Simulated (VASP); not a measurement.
Wanted: the native input for a VASP 6.6.1 run.

```yaml
Task: single point
Functional: PBEsol
Potentials_or_basis: VASP PAW PBE potentials, release 64 (W_sv, Se)
Cutoff: 520 eV
k_mesh: 12 × 12 × 2
Occupations: gaussian, width 0.05 eV
Spin: no spin polarisation
Dipole_correction: no
Further_INCAR_settings: ALGO = Normal; EDIFF = 1e-06; NBANDS = 20
```

The structure of WSe2 lies in POSCAR:

```
WSe2
1.0
    3.4524334418      0.1297775408     -0.1561259766
   -1.6138260737      2.9864813551      0.1924791753
   -0.7954274619      0.6731041240     16.9754614163
W Se
1 2
Direct
   -0.0077170293      0.0013080644      0.0009322183
    0.3300132356      0.6611992134      0.0983916775
    0.3443704604      0.6708260555      0.9006761041
```

This cell differs from its parent crystal: atoms moved at random and the cell strained at random.

One way to write it, as run:

INCAR

```
SYSTEM = WSe2
  ALGO = Normal
  EDIFF = 1E-6
  ENCUT = 520
  GGA = PS
  ISIF = 2
  ISMEAR = 0
  LASPH = .TRUE.
  LCHARG = .FALSE.
  LREAL = .FALSE.
  LWAVE = .FALSE.
  NBANDS = 20
  NELM = 80
  PREC = Accurate
  SIGMA = 0.05
```

KPOINTS

```
k-points
0
G
  12 12 2
  0 0 0
```

Potentials or basis: VASP PAW PBE potentials, release 64 (W_sv, Se).

Command:

```console
$ cat potpaw_PBE.64/W_sv/POTCAR potpaw_PBE.64/Se/POTCAR > POTCAR
$ mpirun -np 1 vasp_std > vasp.out
```

Results of the run:

```
Largest force          : 1.730 eV/Å
Band gap on the k mesh : 0.97 eV, indirect (least direct gap 1.02 eV)
```

Caveat: the cell differs from its parent crystal (atoms moved at random and the cell strained at random); the PAW data sets were made with another functional, which shifts forces and pressure a little; spin-orbit coupling is left out, which moves the levels of the heavy elements.

Wall time 12 min on 1 thread of Oxide Virtual Turin-like Processor (shared host), peak memory 0.64 GiB.
